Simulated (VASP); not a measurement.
# FeO (I4/mmm) in VASP: a series of runs

The runs below take FeO through single point, with PBE.

All numbers are computed with VASP 6.6.1; they aren't measurements. Logs are shortened: lines on timing, memory, paths and dates and some standing lists are left out, and cuts for length are marked.

## 1. The cell of the first run

It takes space group I4/mmm (No. 139, tetragonal). Conventional cell: a = 3.292 Å, b = 3.292 Å, c = 4.138 Å, α = 90.00°, β = 90.00°, γ = 90.00°. Fe (site symmetry 4/mmm) has 6 O at 2.07 to 2.33 Å within 2.7 Å. O (site symmetry 4/mmm) has 6 Fe at 2.07 to 2.33 Å within 2.7 Å.

## 2. Single point, PBE, collinear spin, ferromagnetic start (strain +0.080 along x and y, -0.040 along z)

File INCAR:

```
SYSTEM = FeO
  PREC = Accurate
  ENCUT = 600
  EDIFF = 1E-6
  ISMEAR = 0
  SIGMA = 0.15
  LREAL = .False.
  LASPH = .True.
  NELM = 200
  ALGO = Normal
  ISIF = 2
  LWAVE = .False.
  LCHARG = .True.
  ISPIN = 2
  MAGMOM = 3.79 0.35
  LORBIT = 11
  LMAXMIX = 4
  GGA = PE
  LELF = .True.
  LVHAR = .True.
  NBANDS = 18
  GGA_COMPAT = .False.
```

File KPOINTS:

```
regular mesh
0
Gamma
  20 20 20
  0 0 0
```

File POSCAR:

```
FeO
1.0
    0.0000000000      2.3278320000      2.0691840000
    2.3278320000      0.0000000000      2.0691840000
    2.3278320000      2.3278320000      0.0000000000
Fe O
1 1
Direct
    0.0000000000      0.0000000000      0.0000000000
    0.5000000000      0.5000000000      0.5000000000
```

Potentials or basis: VASP PAW PBE potentials, release 64 (Fe, O).

Started as:

```sh
> cat potpaw_PBE.64/Fe/POTCAR potpaw_PBE.64/O/POTCAR > POTCAR
> mpirun -np 1 vasp_std > vasp.out
```

OUTCAR:

```text
SYSTEM = FeO
   PREC = Accurate
   ENCUT = 600
   EDIFF = 1E-6
   ISMEAR = 0
   LREAL = .False.
   LASPH = .True.
   NELM = 200
   ISIF = 2
   ISPIN = 2
   LORBIT = 11
   GGA = PE

 ion  position               nearest neighbor table
   1  0.000  0.000  0.000-   2 2.07   2 2.07   2 2.33   2 2.33   2 2.33   2 2.33
   2  0.500  0.500  0.500-   1 2.07   1 2.07   1 2.33   1 2.33   1 2.33   1 2.33

  LATTYP: Found a body centered tetragonal cell.
 ALAT       =     3.2920515853
 C/A-ratio  =     1.2570787221

  Lattice vectors:

 A1 = (   0.0000000000,  -2.3278320000,  -2.0691840000)
 A2 = (   0.0000000000,   2.3278320000,  -2.0691840000)
 A3 = (   2.3278320000,   0.0000000000,   2.0691840000)

Analysis of symmetry for initial positions (statically):
=====================================================================
 Subroutine PRICEL returns:
 Original cell was already a primitive cell.

 Routine SETGRP: Setting up the symmetry group for a
 body centered tetragonal supercell.

 Subroutine GETGRP returns: Found 16 space group operations
 (whereof 16 operations were pure point group operations)
 out of a pool of 16 trial point group operations.

The static configuration has the point symmetry D_4h.

Analysis of symmetry for dynamics (positions and initial velocities):
=====================================================================
 Subroutine PRICEL returns:
 Original cell was already a primitive cell.

 Routine SETGRP: Setting up the symmetry group for a
 body centered tetragonal supercell.

 Subroutine GETGRP returns: Found 16 space group operations
 (whereof 16 operations were pure point group operations)
 out of a pool of 16 trial point group operations.

The dynamic configuration has the point symmetry D_4h.

Analysis of structural, dynamic, and magnetic symmetry:
=====================================================================
 Subroutine PRICEL returns:
 Original cell was already a primitive cell.

 Routine SETGRP: Setting up the symmetry group for a
 body centered tetragonal supercell.

 Subroutine GETGRP returns: Found 16 space group operations
 (whereof 16 operations were pure point group operations)
 out of a pool of 16 trial point group operations.

The overall configuration has the point symmetry D_4h.

 Subroutine INISYM returns: Found 16 space group operations
 (whereof 16 operations are pure point group operations),
 and found     1 'primitive' translations

----------------------------------------------------------------------------------------

                                     Primitive cell

  volume of cell :      22.4250

  direct lattice vectors                    reciprocal lattice vectors
     0.000000000  2.327832000  2.069184000    -0.214792133  0.214792133  0.241641149
     2.327832000  0.000000000  2.069184000     0.214792133 -0.214792133  0.241641149
     2.327832000  2.327832000  0.000000000     0.214792133  0.214792133 -0.241641149

  length of vectors
     3.114534355  3.114534355  3.292051585     0.388151730  0.388151730  0.388151730

  position of ions in fractional coordinates (direct lattice)
     0.000000000  0.000000000  0.000000000
     0.500000000  0.500000000  0.500000000

  ion indices of the primitive-cell ions
   primitive index   ion index
                 1           1
                 2           2

----------------------------------------------------------------------------------------

 KPOINTS: regular mesh

Automatic generation of k-mesh.
 Grid dimensions read from file:
 generate k-points for:   20   20   20

 Generating k-lattice:

  Cartesian coordinates                     Fractional coordinates (reciprocal lattice)
    -0.010739607  0.010739607  0.012082057     0.050000000 -0.000000000  0.000000000
     0.010739607 -0.010739607  0.012082057    -0.000000000  0.050000000  0.000000000
     0.010739607  0.010739607 -0.012082057     0.000000000  0.000000000  0.050000000

  Length of vectors
     0.019407587  0.019407587  0.019407587

  Shift w.r.t. Gamma in fractional coordinates (k-lattice)
     0.000000000  0.000000000  0.000000000

 Subroutine IBZKPT returns following result:
 ===========================================

 Found    641 irreducible k-points:

 Following reciprocal coordinates:
            Coordinates               Weight
  0.000000  0.000000  0.000000      1.000000
  0.050000  0.000000  0.000000      8.000000
  0.100000  0.000000  0.000000      8.000000
  0.150000  0.000000  0.000000      8.000000
  0.200000  0.000000  0.000000      8.000000
  0.250000  0.000000  0.000000      8.000000
[... 16 lines left out ...]
 -0.400000  0.050000  0.000000      8.000000
 -0.350000  0.050000  0.000000      8.000000
 [... further k-points ...]
   k-points           NKPTS =    641   k-points in BZ     NKDIM =    641   number of bands    NBANDS=     18
   number of dos      NEDOS =    301   number of ions     NIONS =      2
   total plane-waves  NPLWV =  21952
   dimension x,y,z NGX =    28 NGY =   28 NGZ =   28
   dimension x,y,z NGXF=    56 NGYF=   56 NGZF=   56
   ions per type =               1   1
   NGX,Y,Z   is equivalent  to a cutoff of  14.95, 14.95, 14.14 a.u.
   NGXF,Y,Z  is equivalent  to a cutoff of  29.89, 29.89, 28.28 a.u.
 SYSTEM =  FeO
   PREC   = accura    normal or accurate (medium, high low for compatibility)
   ISTART =      0    job   : 0-new  1-cont  2-samecut
   ICHARG =      2    charge: 1-file 2-atom 10-const
   ISPIN  =      2    spin polarized calculation?
   LNONCOLLINEAR =      F non collinear calculations
   LSORBIT =      F    spin-orbit coupling
   LASPH  =      T    aspherical Exc in radial PAW
   ENCUT  =  600.0 eV  44.10 Ry    6.64 a.u.   6.22  6.22  6.58*2*pi/ulx,y,z
   NELM   =    200;   NELMIN=  2; NELMDL= -5     # of ELM steps
   EDIFF  = 0.1E-05   stopping-criterion for ELM
   LREAL  =      F    real-space projection
   EDIFFG = 0.1E-04   stopping-criterion for IOM
   NSW    =      0    number of steps for IOM
   IBRION =     -1    ionic relax: 0-MD 1-quasi-New 2-CG
   NFREE  =      0    steps in history (QN), initial steepest desc. (CG)
   ISIF   =      2    stress and relaxation
   ISYM   =      2    0-nonsym 1-usesym 2-fastsym
   POTIM  = 0.5000    time-step for ionic-motion
   TEBEG  =    0.0;   TEEND  =   0.0 temperature during run
   PSTRESS=    0.0 pullay stress
   NELECT =      14.0000    total number of electrons
   NUPDOWN=      -1.0000    fix difference up-down
   EMIN   =  10.00;   EMAX   =-10.00  energy-range for DOS
   EFERMI =   0.00;   METHOD = LEGACY
   ISMEAR =     0;   SIGMA  =   0.15  broadening in eV -4-tet -1-fermi 0-gaus
   EFERMI_NEDOS =   21; number of points for ismear=-14 and -15
   IALGO  =     38    algorithm
   IMIX   =      4    mixing-type and parameters
     AMIX     =   0.40;   BMIX     =  1.00
     AMIX_MAG =   1.60;   BMIX_MAG =  1.00
  volume/ion in A,a.u.               =      11.21        75.67
  Fermi-wavevector in a.u.,A,eV,Ry     =   1.399179  2.644066 26.636164  1.957703
  Thomas-Fermi vector in A             =   2.522264
   LORBIT       =     11    0 simple, 1 ext, 2 COOP (PROOUT), +10 PAW based schemes
   GGA     = PE    functional components
   LHFCALC =     F    Hartree Fock is set to
   AEXX    =    0.0000 exact exchange contribution
   IVDW    =     0    specifies the selected vdW correction
   LEPSILON=     F    determine dielectric tensor
   LRPA    =     F    only Hartree local field effects (RPA)
 spin polarized calculation
 Gauss-broadening in eV      SIGMA  =   0.15
  energy-cutoff  :      600.00
  volume of cell :       22.42
 maximum number of plane-waves:       765
 NGX is ok and might be reduce to    28
   NGX = 13   NGY = 13   NGZ = 13

 number of electron      13.9999999 magnetization       4.0019462

 Free energy of the ion-electron system (eV)
  ---------------------------------------------------
  ext. energy  EPLUGINS =         0.00000000
  ---------------------------------------------------
  free energy    TOTEN  =       -14.79255982 eV

  energy without entropy =      -14.77218790  energy(sigma->0) =      -14.78237386

 E-fermi :   5.0067     XC(G=0): -11.5316

 val. band max:        5.0062924196   @ k =  -0.2000   0.0500   0.2500
 cond. band min:       5.0067356147   @ k =   0.4500   0.1000   0.2000
 fundamental gap:      0.0004431951
 Fermi energy:         5.0067114271

 spin component 1

 k-point     1 :       0.0000    0.0000    0.0000
  band No.  band energies     occupation
      1     -14.9316      1.00000
      2       1.1291      1.00000
      3       1.1291      1.00000
      4       1.2495      1.00000
      5       1.3091      1.00000
      6       1.3660      1.00000
[... 10 lines left out ...]
     17      25.3740      0.00000
     18      26.5427      0.00000
[... 463 lines left out ...]
 k-point    24 :      -0.3500    0.0500    0.0000
  band No.  band energies     occupation
      1     -14.1903      1.00000
      2      -2.3058      1.00000
      3      -0.9278      1.00000
      4      -0.7842      1.00000
      5       1.7626      1.00000
      6       1.8475      1.00000
[... 10 lines left out ...]
     17      27.9395      0.00000
     18      31.2528      0.00000

 [... further k-points ...]

 spin component 2

 k-point     1 :       0.0000    0.0000    0.0000
  band No.  band energies     occupation
      1     -14.4122      1.00000
      2       1.7491      1.00000
      3       2.2232      1.00000
      4       2.2232      1.00000
      5       4.3544      1.00000
      6       4.3546      1.00000
[... 10 lines left out ...]
     17      26.4587      0.00000
     18      28.0877      0.00000
[... 463 lines left out ...]
 k-point    24 :      -0.3500    0.0500    0.0000
  band No.  band energies     occupation
      1     -13.6590      1.00000
      2      -1.5612      1.00000
      3       0.4739      1.00000
      4       0.7361      1.00000
      5       5.1189      0.14519
      6       5.2503      0.01081
[... 10 lines left out ...]
     17      28.6042      0.00000
     18      32.0952      0.00000

 [... further k-points ...]

------------------------ aborting loop because EDIFF is reached ----------------------------------------

  FORCE on cell =-STRESS in cart. coord.  units (eV):
  Direction    XX          YY          ZZ          XY          YZ          ZX
  --------------------------------------------------------------------------------------
  -------------------------------------------------------------------------------------
  Total       -1.9619154     -1.9619154     -1.5662632      0.0000000      0.0000000      0.0000000
  in kB     -140.1710991   -140.1710991   -111.9033113      0.0000000      0.0000000      0.0000000
  external PRESSURE =    -130.7485032 kB  Pullay stress =       0.0000000 kB

 VOLUME and BASIS-vectors are now :
 -----------------------------------------------------------------------------
  energy-cutoff  :      600.00
  volume of cell :       22.42
      direct lattice vectors                 reciprocal lattice vectors
     0.000000000  2.327832000  2.069184000    -0.214792133  0.214792133  0.241641149
     2.327832000  0.000000000  2.069184000     0.214792133 -0.214792133  0.241641149
     2.327832000  2.327832000  0.000000000     0.214792133  0.214792133 -0.241641149

 POSITION                                       TOTAL-FORCE (eV/Angst)
 -----------------------------------------------------------------------------------
      0.00000      0.00000      0.00000        -0.000000      0.000000      0.000000
      2.32783      2.32783      2.06918         0.000000     -0.000000      0.000000
 -----------------------------------------------------------------------------------
    total drift:                                0.000000      0.000000      0.000000

  FREE ENERGIE OF THE ION-ELECTRON SYSTEM (eV)
  ---------------------------------------------------
  free  energy   TOTEN  =       -14.7925598208 eV

  energy  without entropy=      -14.7721878998  energy(sigma->0) =      -14.78237386

 total charge

# of ion       s       p       d       tot
------------------------------------------
    1        0.274   0.307   6.035   6.616
    2        1.555   3.392   0.000   4.947
--------------------------------------------------
tot          1.829   3.699   6.035  11.563

 magnetization (x)

# of ion       s       p       d       tot
------------------------------------------
    1        0.032   0.018   3.564   3.614
    2        0.025   0.268   0.000   0.292
--------------------------------------------------
tot          0.057   0.286   3.564   3.907
```

Wall time 17 min (1 thread of Oxide Virtual Turin-like, shared host); peak memory 0.53 GiB.

What came out:

- Free energy: -14.7926 eV
- Pressure: -13.1 GPa
- Band gap on the k mesh: zero (filled and empty bands overlap)
- Net moment: 4.00 μB per cell
- Site moments: Fe +3.61; O +0.29 μB
- Valence electrons inside the program's atomic spheres: Fe 6.62; O 4.95

Levels at points of the mesh, in eV from the Fermi level:
Spin up:
| k point | band 7 | band 8 | band 9 | band 10 | band 11 | band 12 |
| --- | --- | --- | --- | --- | --- | --- |
| (0.00, 0.00, 0.00) | -3.40 | -3.37 | -3.37 | -0.20 | 15.26 | 16.23 |
| (0.50, 0.00, 0.00) | -2.50 | -0.99 | -0.24 | 3.78 | 7.55 | 10.63 |
| (0.50, 0.50, 0.00) | -2.93 | -2.93 | -2.82 | 4.82 | 9.02 | 9.40 |
| (0.50, 0.00, 0.50) | -2.91 | -2.86 | -2.86 | 4.59 | 7.52 | 10.82 |
Spin down:
| k point | band 2 | band 3 | band 4 | band 5 | band 6 | band 7 | band 8 | band 9 |
| --- | --- | --- | --- | --- | --- | --- | --- | --- |
| (0.00, 0.00, 0.00) | -3.26 | -2.78 | -2.78 | -0.65 | -0.65 | -0.49 | -0.37 | 0.14 |
| (0.50, 0.00, 0.00) | -7.19 | -4.75 | -4.48 | 0.15 | 0.58 | 0.67 | 2.06 | 2.73 |
| (0.50, 0.50, 0.00) | -6.00 | -4.16 | -4.16 | -1.80 | 0.68 | 0.68 | 0.83 | 1.02 |
| (0.50, 0.00, 0.50) | -6.20 | -4.24 | -3.47 | -1.60 | 0.38 | 0.52 | 0.76 | 1.04 |

Caveat: the cell differs from its parent crystal (strain +0.080 along x and y, -0.040 along z); the cell stands under tension; a cell with one magnetic atom can't hold antiferromagnetic order, which such compounds often take; semilocal functionals often make such compounds metallic where correlation or magnetic order opens a gap, which also shifts bond lengths.

## 3. Single point, PBE, collinear spin, ferromagnetic start (strain +0.080 along x and y, -0.080 along z)

File INCAR:

```
SYSTEM = FeO
PREC = Accurate
ENCUT = 600
EDIFF = 1E-6
ISMEAR = 0
SIGMA = 0.15
LREAL = .False.
LASPH = .True.
NELM = 200
ALGO = Normal
ISIF = 2
LWAVE = .False.
LCHARG = .False.
ISPIN = 2
MAGMOM = 3.79 0.35
LORBIT = 11
LMAXMIX = 4
GGA = PE
NBANDS = 18
GGA_COMPAT = .False.
```

File KPOINTS:

```
Automatic mesh
0
Gamma
  20 20 20
  0 0 0
```

File POSCAR:

```
FeO
1.0
    0.0000000000      2.3278320000      1.9829680000
    2.3278320000      0.0000000000      1.9829680000
    2.3278320000      2.3278320000      0.0000000000
Fe O
1 1
Direct
    0.0000000000      0.0000000000      0.0000000000
    0.5000000000      0.5000000000      0.5000000000
```

Potentials or basis: VASP PAW PBE potentials, release 64 (Fe, O).

Started as:

```sh
> cat potpaw_PBE.64/Fe/POTCAR potpaw_PBE.64/O/POTCAR > POTCAR
> mpirun -np 1 vasp_std > vasp.out
```

It took 16 min on 1 thread of Oxide Virtual Turin-like, shared host; peak memory 0.49 GiB.

Results (log left out):

| Property | Result |
| --- | --- |
| Free energy | -14.8159 eV |
| Pressure | -4.0 GPa |
| Band gap on the k mesh | zero (filled and empty bands overlap) |
| Net moment | 3.99 μB per cell |
| Site moments | Fe +3.59; O +0.31 μB |
| Valence electrons inside the program's atomic spheres | Fe 6.72; O 4.98 |

Stress tensor (GPa, compression positive):
```
-7.94  0.00  0.00
 0.00 -7.94  0.00
 0.00  0.00  3.82
```

Levels at points of the mesh, in eV from the Fermi level:
Spin up:
```tsv
k point	band 5	band 6	band 7	band 8	band 9	band 10	band 11	band 12	band 13	band 14
(0.00, 0.00, 0.00)	-3.80	-3.72	-3.54	-3.54	-3.28	0.24	15.58	16.71	16.71	16.93
(0.50, 0.00, 0.00)	-3.03	-2.96	-2.35	-0.98	0.04	3.83	8.03	10.53	14.43	18.30
(0.50, 0.50, 0.00)	-4.40	-3.20	-2.88	-2.88	-2.57	5.33	9.30	9.63	12.72	12.72
(0.50, 0.00, 0.50)	-4.12	-3.45	-2.80	-2.80	-2.71	5.03	7.57	11.33	13.45	15.81
```
Spin down:
```csv
k point,band 3,band 4,band 5,band 6,band 7,band 8
"(0.00, 0.00, 0.00)",-2.91,-2.91,-0.78,-0.72,-0.72,-0.30
"(0.50, 0.00, 0.00)",-5.15,-4.77,0.11,0.74,0.86,2.08
"(0.50, 0.50, 0.00)",-4.47,-4.47,-1.97,0.74,0.74,0.92
"(0.50, 0.00, 0.50)",-4.52,-3.51,-1.67,0.36,0.44,0.85
```

Caveat: the cell differs from its parent crystal (strain +0.080 along x and y, -0.080 along z); the stress differs along the axes, from -8 to 4 GPa; a cell with one magnetic atom can't hold antiferromagnetic order, which such compounds often take; semilocal functionals often make such compounds metallic where correlation or magnetic order opens a gap, which also shifts bond lengths.
